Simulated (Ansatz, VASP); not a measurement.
## One calculation of AlN, two programs

File INCAR:

```
PREC = Accurate
ENCUT = 520
EDIFF = 1E-6
ISMEAR = 0
SIGMA = 0.05
LREAL = False
LASPH = True
NELM = 60
ALGO = Normal
ISIF = 2
LWAVE = False
LCHARG = False
GGA = PE
NBANDS = 16
```

KPOINTS

```
Automatic mesh
0
Gamma
  12 12 6
```

POSCAR

```
AlN
1.0
    3.1576671839      0.0000000000      0.0000000000
   -1.5788335919      2.7346199979      0.0000000000
    0.0000000000      0.0000000000      5.0526700000
Al N
2 2
Direct
    0.3333333333      0.6666666667      0.0000000000
    0.6666666667      0.3333333333      0.5000000000
    0.3333333333      0.6666666667      0.3850000000
    0.6666666667      0.3333333333      0.8850000000
```

Input for Ansatz:

```yaml
crystal:
  lattice:
    - [3.1576671839, 0.0, 0.0]
    - [-1.5788335919, 2.7346199979, 0.0]
    - [0.0, 0.0, 5.05267]
  atoms:
    - { symbol: Al, position: [0.3333333333, 0.6666666667, 0.0] }
    - { symbol: Al, position: [0.6666666667, 0.3333333333, 0.5] }
    - { symbol: "N", position: [0.3333333333, 0.6666666667, 0.385] }
    - { symbol: "N", position: [0.6666666667, 0.3333333333, 0.885] }
basis:
  ecutwfc: 420
kpoints:
  mp_grid: { grid: [12, 12, 6] }
hamiltonian:
  xc: pbe
scf:
  occupations: { method: gaussian, width: 0.05 }
output:
  forces: true
  stress: true
  eigenvalues: true
```

Change from the starting cell: strain +0.015 along x and y, +0.015 along z, atoms carried along.

Alike in both runs: task single point; functional PBE; k mesh 12 × 12 × 6; occupations gaussian, width 0.05 eV; no spin polarisation.

|  | VASP | Ansatz |
| --- | --- | --- |
| version | VASP 6.6.1 | Ansatz 0.2.0 |
| potentials or method | VASP PAW PBE potentials, release 64 (Al, N), cutoff 520 eV | scalar-relativistic, plane waves, PAW |
| valence electrons in the cell | 16 | 16 |

|  | VASP | Ansatz | Ansatz less VASP |
| --- | --- | --- | --- |
| gap on the k mesh at the Fermi level (eV) | 3.78 | 3.77 | -0.008 |
| least direct gap on the mesh (eV) | 3.78 | 3.77 | -0.008 |
| pressure (GPa) | -4.8 | -4.5 | +0.26 |
| traceless stress, the component that is largest in VASP (GPa) | -0.49 | -0.53 | -0.037 |
| rms of the force components (eV/Å) | 0.103 | 0.103 | -0.0006 |

Atom by atom the forces differ by 0.001 eV/Å (rms over components).
